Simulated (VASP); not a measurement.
Here is a VASP 6.6.1 calculation.

File INCAR:

```
PREC = Accurate
ENCUT = 500
EDIFF = 1E-6
ISMEAR = 0
SIGMA = 0.05
LREAL = False
LASPH = True
NELM = 120
ALGO = Normal
ISIF = 2
LWAVE = False
LCHARG = True
GGA = PS
LELF = True
LVHAR = True
NBANDS = 14
GGA_COMPAT = False
```

File KPOINTS:

```
Automatic mesh
0
Gamma
  10 10 10
```

File POSCAR:

```
Ir
1.0
    2.7085103992      0.0000000000      0.0000000000
    1.3542551996      2.3456388122      0.0000000000
    1.3542551996      0.7818796041      2.2114894804
Ir
1
Direct
    0.0000000000      0.0000000000      0.0000000000
```

Potentials or basis: VASP PAW PBE potentials, release 64 (Ir_sv_GW).

Launch:

```bash
$ cat potpaw_PBE.64/Ir_sv_GW/POTCAR > POTCAR
$ mpirun -np 1 vasp_std > vasp.out
```

Problem. Estimate the pressure.

Solution. -3.3 GPa.

Caveat: the PAW data sets were made with another functional, which shifts forces and pressure a little.
